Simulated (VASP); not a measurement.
# Ga3Cl2 (P-3m1) in VASP: further runs

The runs below take Ga3Cl2 through single point, relaxation of cell and atoms, with PBE.

Everything below comes from runs of VASP 6.6.1. Logs are shortened: lines on timing, memory, paths and dates and some standing lists are left out, and cuts for length are marked.

**1. The cell of the first run**

It takes space group P-3m1 (No. 164, trigonal). Conventional cell: a = 4.375 Å, b = 4.375 Å, c = 8.762 Å, α = 90.00°, β = 90.00°, γ = 120.00°. Ga (site symmetry -3m) has 6 Cl at 3.04 Å within 4.0 Å. Ga (site symmetry 3m) has 1 Cl at 2.43 Å and 3 Ga at 2.58 Å within 3.2 Å. Cl (site symmetry 3m) has 4 Ga at 2.43 to 3.04 Å within 3.2 Å.

**2. Single point, PBE**

INCAR reads:

```
SYSTEM = Ga3Cl2
PREC = Accurate ; ENCUT = 520
EDIFF = 1E-6 ; ISMEAR = 0
SIGMA = 0.1 ; LREAL = .FALSE.
LASPH = .TRUE. ; NELM = 60
ALGO = Normal ; ISIF = 2
LWAVE = .FALSE. ; LCHARG = .TRUE.
GGA = PE ; LELF = .TRUE.
LVHAR = .TRUE. ; NBANDS = 34
```

KPOINTS reads:

```
regular mesh
0
G
  12 12 4
  0 0 0
```

POSCAR reads:

```
Ga3Cl2
1.0
    4.3754054958      0.0000000000      0.0000000000
   -2.1877027479      3.7892123112      0.0000000000
    0.0000000000      0.0000000000      8.7618243529
Ga Cl
3 2
Direct
    0.0000000000      0.0000000000      0.0000000000
    0.3333333333      0.6666666667      0.4705274470
    0.6666666667      0.3333333333      0.5294725530
    0.3333333333      0.6666666667      0.1932310338
    0.6666666667      0.3333333333      0.8067689662
```

Potentials or basis: VASP PAW PBE potentials, release 64 (Ga_d, Cl).

Command:

```console
> cat potpaw_PBE.64/Ga_d/POTCAR potpaw_PBE.64/Cl/POTCAR > POTCAR
> mpirun -np 1 vasp_std > vasp.out
```

OUTCAR:

```text
SYSTEM = Ga3Cl2
   PREC = Accurate
   ENCUT = 520
   EDIFF = 1E-6
   ISMEAR = 0
   LREAL = .FALSE.
   LASPH = .TRUE.
   NELM = 60
   ISIF = 2
   GGA = PE

 ion  position               nearest neighbor table
   1  0.000  0.000  0.000-
   2  0.333  0.667  0.471-   4 2.43   3 2.58   3 2.58   3 2.58
   3  0.667  0.333  0.529-   5 2.43   2 2.58   2 2.58   2 2.58
   4  0.333  0.667  0.193-   2 2.43
   5  0.667  0.333  0.807-   3 2.43

  LATTYP: Found a hexagonal cell.
 ALAT       =     4.3754054958
 C/A-ratio  =     2.0025171064

  Lattice vectors:

 A1 = (   4.3754054958,   0.0000000000,   0.0000000000)
 A2 = (  -2.1877027479,   3.7892123112,   0.0000000000)
 A3 = (   0.0000000000,   0.0000000000,   8.7618243529)

Analysis of symmetry for initial positions (statically):
=====================================================================
 Subroutine PRICEL returns:
 Original cell was already a primitive cell.

 Routine SETGRP: Setting up the symmetry group for a
 hexagonal supercell.

 Subroutine GETGRP returns: Found 12 space group operations
 (whereof 12 operations were pure point group operations)
 out of a pool of 24 trial point group operations.

The static configuration has the point symmetry D_3d.

Analysis of symmetry for dynamics (positions and initial velocities):
=====================================================================
 Subroutine PRICEL returns:
 Original cell was already a primitive cell.

 Routine SETGRP: Setting up the symmetry group for a
 hexagonal supercell.

 Subroutine GETGRP returns: Found 12 space group operations
 (whereof 12 operations were pure point group operations)
 out of a pool of 24 trial point group operations.

The dynamic configuration has the point symmetry D_3d.

 Subroutine INISYM returns: Found 12 space group operations
 (whereof 12 operations are pure point group operations),
 and found     1 'primitive' translations

----------------------------------------------------------------------------------------

                                     Primitive cell

  volume of cell :     145.2653

  direct lattice vectors                    reciprocal lattice vectors
     4.375405496  0.000000000  0.000000000     0.228550245  0.131953546  0.000000000
    -2.187702748  3.789212311  0.000000000     0.000000000  0.263907091  0.000000000
     0.000000000  0.000000000  8.761824353     0.000000000  0.000000000  0.114131482

  length of vectors
     4.375405496  4.375405496  8.761824353     0.263907091  0.263907091  0.114131482

  position of ions in fractional coordinates (direct lattice)
     0.000000000  0.000000000  0.000000000
     0.333333333  0.666666667  0.470527447
     0.666666667  0.333333333  0.529472553
     0.333333333  0.666666667  0.193231034
     0.666666667  0.333333333  0.806768966

  ion indices of the primitive-cell ions
   primitive index   ion index
                 1           1
                 2           2
                 3           3
                 4           4
                 5           5

----------------------------------------------------------------------------------------

 KPOINTS: regular mesh

Automatic generation of k-mesh.
 Grid dimensions read from file:
 generate k-points for:   12   12    4

 Generating k-lattice:

  Cartesian coordinates                     Fractional coordinates (reciprocal lattice)
     0.019045854  0.010996129  0.000000000     0.083333333  0.000000000  0.000000000
     0.000000000  0.021992258  0.000000000     0.000000000  0.083333333  0.000000000
     0.000000000  0.000000000  0.028532871     0.000000000  0.000000000  0.250000000

  Length of vectors
     0.021992258  0.021992258  0.028532871

  Shift w.r.t. Gamma in fractional coordinates (k-lattice)
     0.000000000  0.000000000  0.000000000

 Subroutine IBZKPT returns following result:
 ===========================================

 Found     69 irreducible k-points:

 Following reciprocal coordinates:
            Coordinates               Weight
  0.000000  0.000000  0.000000      1.000000
  0.083333  0.000000  0.000000      6.000000
  0.166667  0.000000  0.000000      6.000000
  0.250000  0.000000  0.000000      6.000000
  0.333333  0.000000  0.000000      6.000000
  0.416667  0.000000  0.000000      6.000000
[... 16 lines left out ...]
  0.166667  0.000000  0.250000      6.000000
  0.000000  0.166667  0.250000      6.000000
 [... further k-points ...]
   k-points           NKPTS =     69   k-points in BZ     NKDIM =     69   number of bands    NBANDS=     34
   number of dos      NEDOS =    301   number of ions     NIONS =      5
   total plane-waves  NPLWV =  90720
   dimension x,y,z NGX =    36 NGY =   36 NGZ =   70
   dimension x,y,z NGXF=    72 NGYF=   72 NGZF=  140
   ions per type =               3   2
   NGX,Y,Z   is equivalent  to a cutoff of  13.68, 13.68, 13.28 a.u.
   NGXF,Y,Z  is equivalent  to a cutoff of  27.36, 27.36, 26.56 a.u.
 SYSTEM =  Ga3Cl2
   PREC   = accura    normal or accurate (medium, high low for compatibility)
   ISTART =      0    job   : 0-new  1-cont  2-samecut
   ICHARG =      2    charge: 1-file 2-atom 10-const
   ISPIN  =      1    spin polarized calculation?
   LNONCOLLINEAR =      F non collinear calculations
   LSORBIT =      F    spin-orbit coupling
   LASPH  =      T    aspherical Exc in radial PAW
   ENCUT  =  520.0 eV  38.22 Ry    6.18 a.u.   8.14  8.14 16.29*2*pi/ulx,y,z
   NELM   =     60;   NELMIN=  2; NELMDL= -5     # of ELM steps
   EDIFF  = 0.1E-05   stopping-criterion for ELM
   LREAL  =      F    real-space projection
   EDIFFG = 0.1E-04   stopping-criterion for IOM
   NSW    =      0    number of steps for IOM
   IBRION =     -1    ionic relax: 0-MD 1-quasi-New 2-CG
   NFREE  =      0    steps in history (QN), initial steepest desc. (CG)
   ISIF   =      2    stress and relaxation
   ISYM   =      2    0-nonsym 1-usesym 2-fastsym
   POTIM  = 0.5000    time-step for ionic-motion
   TEBEG  =    0.0;   TEEND  =   0.0 temperature during run
   PSTRESS=    0.0 pullay stress
   NELECT =      53.0000    total number of electrons
   NUPDOWN=      -1.0000    fix difference up-down
   EMIN   =  10.00;   EMAX   =-10.00  energy-range for DOS
   EFERMI =   0.00;   METHOD = LEGACY
   ISMEAR =     0;   SIGMA  =   0.10  broadening in eV -4-tet -1-fermi 0-gaus
   EFERMI_NEDOS =   21; number of points for ismear=-14 and -15
   IALGO  =     38    algorithm
   IMIX   =      4    mixing-type and parameters
     AMIX     =   0.40;   BMIX     =  1.00
     AMIX_MAG =   1.60;   BMIX_MAG =  1.00
  volume/ion in A,a.u.               =      29.05       196.06
  Fermi-wavevector in a.u.,A,eV,Ry     =   1.169803  2.210608 18.618755  1.368440
  Thomas-Fermi vector in A             =   2.306271
   LORBIT       =      0    0 simple, 1 ext, 2 COOP (PROOUT), +10 PAW based schemes
   GGA     = PE    functional components
   LHFCALC =     F    Hartree Fock is set to
   AEXX    =    0.0000 exact exchange contribution
   IVDW    =     0    specifies the selected vdW correction
   LEPSILON=     F    determine dielectric tensor
   LRPA    =     F    only Hartree local field effects (RPA)
 non-spin polarized calculation
 Gauss-broadening in eV      SIGMA  =   0.10
  energy-cutoff  :      520.00
  volume of cell :      145.27
 maximum number of plane-waves:      3960
 NGX is ok and might be reduce to    36
   NGX = 17   NGY = 17   NGZ = 33

 number of electron      52.9999985 magnetization

 Free energy of the ion-electron system (eV)
  ---------------------------------------------------
  ext. energy  EPLUGINS =         0.00000000
  ---------------------------------------------------
  free energy    TOTEN  =       -14.96788255 eV

  energy without entropy =      -14.96188976  energy(sigma->0) =      -14.96488615

 E-fermi :   1.9608     XC(G=0):  -8.1683

 val. band max:        1.9518301697   @ k =   0.5000   0.0000   0.0000
 cond. band min:       1.9956269727   @ k =   0.5000   0.0000   0.2500
 fundamental gap:      0.0437968030
 Fermi energy:         1.9607675852

 k-point     1 :       0.0000    0.0000    0.0000
  band No.  band energies     occupation
      1     -13.9059      2.00000
      2     -13.7708      2.00000
      3     -12.9142      2.00000
      4     -12.9142      2.00000
      5     -12.9096      2.00000
      6     -12.9052      2.00000
[... 26 lines left out ...]
     33       6.8874      0.00000
     34       6.8875      0.00000

 k-point     2 :       0.0833    0.0000    0.0000
  band No.  band energies     occupation
      1     -13.8984      2.00000
      2     -13.7708      2.00000
      3     -12.9137      2.00000
      4     -12.9131      2.00000
      5     -12.9093      2.00000
      6     -12.9053      2.00000
[... 26 lines left out ...]
     33       6.6822      0.00000
     34       7.1493      0.00000

 k-point     3 :       0.1667    0.0000    0.0000
  band No.  band energies     occupation
      1     -13.8776      2.00000
      2     -13.7709      2.00000
      3     -12.9123      2.00000
      4     -12.9122      2.00000
      5     -12.9082      2.00000
      6     -12.9056      2.00000
[... 26 lines left out ...]
     33       6.9179      0.00000
     34       7.8224      0.00000

 k-point     4 :       0.2500    0.0000    0.0000
  band No.  band energies     occupation
      1     -13.8488      2.00000
      2     -13.7712      2.00000
      3     -12.9189      2.00000
      4     -12.9144      2.00000
      5     -12.9102      2.00000
      6     -12.9100      2.00000
[... 26 lines left out ...]
     33       7.2500      0.00000
     34       8.2978      0.00000

 k-point     5 :       0.3333    0.0000    0.0000
  band No.  band energies     occupation
      1     -13.8193      2.00000
      2     -13.7720      2.00000
      3     -12.9297      2.00000
      4     -12.9247      2.00000
      5     -12.9108      2.00000
      6     -12.9089      2.00000
[... 621 lines left out ...]
 k-point    22 :       0.0000    0.0833    0.2500
  band No.  band energies     occupation
      1     -13.8857      2.00000
      2     -13.7853      2.00000
      3     -12.9140      2.00000
      4     -12.9137      2.00000
      5     -12.9090      2.00000
      6     -12.9053      2.00000
[... 26 lines left out ...]
     33       6.7406      0.00000
     34       7.1353      0.00000

 k-point    23 :       0.1667    0.0000    0.2500
  band No.  band energies     occupation
      1     -13.8653      2.00000
      2     -13.7846      2.00000
      3     -12.9131      2.00000
      4     -12.9123      2.00000
      5     -12.9083      2.00000
      6     -12.9055      2.00000
[... 26 lines left out ...]
     33       7.1527      0.00000
     34       7.8147      0.00000

 k-point    24 :       0.0000    0.1667    0.2500
  band No.  band energies     occupation
      1     -13.8667      2.00000
      2     -13.7829      2.00000
      3     -12.9144      2.00000
      4     -12.9122      2.00000
      5     -12.9080      2.00000
      6     -12.9060      2.00000
[... 26 lines left out ...]
     33       6.9491      0.00000
     34       7.8308      0.00000

 [... further k-points ...]
[... 5 lines left out ...]
  --------------------------------------------------------------------------------------
  -------------------------------------------------------------------------------------
  Total        0.0077252      0.0077252      0.0374746     -0.0000000     -0.0000000      0.0000000
  in kB        0.0852039      0.0852039      0.4133191     -0.0000000     -0.0000000      0.0000000
  external PRESSURE =       0.1945756 kB  Pullay stress =       0.0000000 kB

 VOLUME and BASIS-vectors are now :
 -----------------------------------------------------------------------------
  energy-cutoff  :      520.00
  volume of cell :      145.27
      direct lattice vectors                 reciprocal lattice vectors
     4.375405496  0.000000000  0.000000000     0.228550245  0.131953546  0.000000000
    -2.187702748  3.789212311  0.000000000     0.000000000  0.263907091  0.000000000
     0.000000000  0.000000000  8.761824353     0.000000000  0.000000000  0.114131482

 POSITION                                       TOTAL-FORCE (eV/Angst)
 -----------------------------------------------------------------------------------
      0.00000      0.00000      0.00000        -0.000000      0.000000     -0.000000
     -0.00000      2.52614      4.12268        -0.000000      0.000000      0.001161
      2.18770      1.26307      4.63915         0.000000     -0.000000     -0.001161
     -0.00000      2.52614      1.69306        -0.000000      0.000000     -0.010156
      2.18770      1.26307      7.06877         0.000000     -0.000000      0.010156
 -----------------------------------------------------------------------------------
    total drift:                                0.000000      0.000000     -0.000000

  FREE ENERGIE OF THE ION-ELECTRON SYSTEM (eV)
  ---------------------------------------------------
  free  energy   TOTEN  =       -14.9678825499 eV

  energy  without entropy=      -14.9618897566  energy(sigma->0) =      -14.96488615
```

It took 2.6 min on 1 thread of Intel Xeon 6975P-C (Granite Rapids), shared host; peak memory 0.46 GiB.

What came out:

```yaml
Free_energy: -14.9679 eV
Pressure: 0.0 GPa
Largest_force: 0.010 eV/Å
```

Forces on the atoms (eV/Å):
```
Ga   0.000  0.000  0.000
Ga   0.000  0.000  0.001
Ga   0.000  0.000 -0.001
Cl   0.000  0.000 -0.010
Cl   0.000  0.000  0.010
```

Levels at points of the mesh, in eV from the Fermi level:
```
           k point  band 22  band 23  band 24  band 25  band 26  band 27  band 28  band 29  band 30  band 31
(0.00, 0.00, 0.00)    -3.42    -3.38    -3.38    -2.16     1.14     1.38     1.38     2.01     3.00     3.60
(0.50, 0.00, 0.00)    -3.85    -3.41    -3.41    -3.18    -2.00    -0.01     2.00     2.45     3.27     3.39
(0.00, 0.00, 0.50)    -3.42    -3.38    -3.38    -3.24     1.35     1.35     1.71     2.02     2.21     3.72
(0.50, 0.00, 0.50)    -3.77    -3.61    -3.52    -3.37    -1.87     0.08     1.74     2.55     3.61     3.64
```

Caveat: an odd number of electrons without spin polarisation forces a metal; a magnetic or distorted state may lie lower.

**3. Relaxation of cell and atoms, PBE**

This run uses another cell than the first one, of 20.44 Å³/atom, 0.704 times its volume.

INCAR reads:

```
ALGO = Normal
EDIFF = 1E-7
EDIFFG = -0.04
ENCUT = 600
GGA = PE
IBRION = 2
ISIF = 3
ISMEAR = 0
LASPH = True
LCHARG = False
LREAL = False
LWAVE = False
NELM = 100
NSW = 90
PREC = Accurate
SIGMA = 0.1
```

KPOINTS reads:

```
k-points
0
Gamma
  6 6 4
```

POSCAR reads:

```
Ga3Cl2
1.0
    4.2330263853      0.0000000000      0.0000000000
   -2.1165131926      3.6659083845      0.0000000000
    0.0000000000      0.0000000000      6.5859014573
Ga Cl
3 2
Direct
    0.0000000000      0.0000000000      0.0000000000
    0.3333333333      0.6666666667      0.6450000000
    0.6666666667      0.3333333333      0.3550000000
    0.3333333333      0.6666666667      0.2450000000
    0.6666666667      0.3333333333      0.7550000000
```

Potentials or basis: VASP PAW PBE potentials, release 64 (Ga_d, Cl).

Command:

```console
> cat potpaw_PBE.64/Ga_d/POTCAR potpaw_PBE.64/Cl/POTCAR > POTCAR
> mpirun -np 1 vasp_std > vasp.out
```

Wall time 10 min (1 thread of Intel Xeon 6975P-C (Granite Rapids), shared host); peak memory 0.3 GiB.

The run converged. Its results:

```
Free energy                            : -14.2578 eV
Relaxed volume                         : 25.74 Å³/atom
Relaxed cell                           : a = 4.029 Å, b = 4.029 Å, c = 9.152 Å, α = 90.00°, β = 90.00°, γ = 120.00°
Space group after relaxing (to 0.05 Å) : P-3m1 (No. 164)
Energy gained by relaxing              : 601.3 meV/atom
Ionic steps                            : 19
Pressure after relaxing                : 0.0 GPa
Largest force after relaxing           : 0.037 eV/Å
```

Forces in eV/Å, atoms in the order of the input:
```
Ga   0.000  0.000  0.000
Ga   0.000  0.000  0.037
Ga   0.000  0.000 -0.037
Cl   0.000  0.000 -0.023
Cl   0.000  0.000  0.023
```

Step by step:
```tsv
step	energy change (eV)	largest force (eV/Å)	pressure (GPa)	volume (Å³)
1	0.0000	1.8905	18.00	102.20
2	-2.0877	0.5662	1.57	140.06
3	-2.1195	0.2352	-1.23	159.75
4	-2.1505	0.3502	-0.33	151.72
5	-2.1507	0.3683	-0.19	150.60
6	-2.1696	0.3746	-0.19	149.93
7	-2.2302	0.3711	-0.19	147.91
8	-2.3522	0.2807	-0.11	143.81
9	-2.5134	0.5082	0.42	135.38
10	-2.5398	0.4738	0.32	135.41
11	-2.5693	0.6166	0.17	135.33
12	-2.6209	0.6114	-0.04	135.93
13	-2.7482	0.5947	-0.65	137.57
14	-2.8239	0.5309	-1.62	140.10
15	-2.8321	0.5563	-1.35	139.35
16	-2.9124	0.4790	-0.77	134.11
17	-2.9672	0.3224	0.57	125.84
18	-2.9958	0.1652	0.30	127.14
19	-3.0066	0.0369	0.03	128.69
```

Final structure:
```
Ga Cl
1.0
     4.02950    0.00000    0.00000
    -2.01475    3.48965    0.00000
     0.00000    0.00000    9.15227
Ga Cl
3 2
Direct
  0.00000 0.00000 0.00000
  0.33333 0.66667 0.58375
  0.66667 0.33333 0.41625
  0.33333 0.66667 0.20603
  0.66667 0.33333 0.79397
```

Levels at points of the mesh, in eV from the Fermi level:
```
           k point  band 22  band 23  band 24  band 25  band 26  band 27  band 28  band 29  band 30  band 31
(0.00, 0.00, 0.00)    -3.62    -3.61    -3.61    -1.99    -1.82     2.23     2.42     2.42     2.52     3.75
(0.50, 0.00, 0.00)    -4.15    -3.88    -3.85    -3.81    -2.36     0.36     0.77     0.80     1.93     3.83
(0.00, 0.00, 0.50)    -3.63    -3.63    -3.59    -3.59    -0.72     1.01     2.32     2.32     4.12     4.21
(0.50, 0.00, 0.50)    -4.26    -4.09    -3.93    -3.76    -2.19    -0.31     0.91     1.83     2.06     3.47
```

Caveat: the volume moved by over 15 % at a fixed basis, so the end points are rough; an odd number of electrons without spin polarisation forces a metal; a magnetic or distorted state may lie lower.
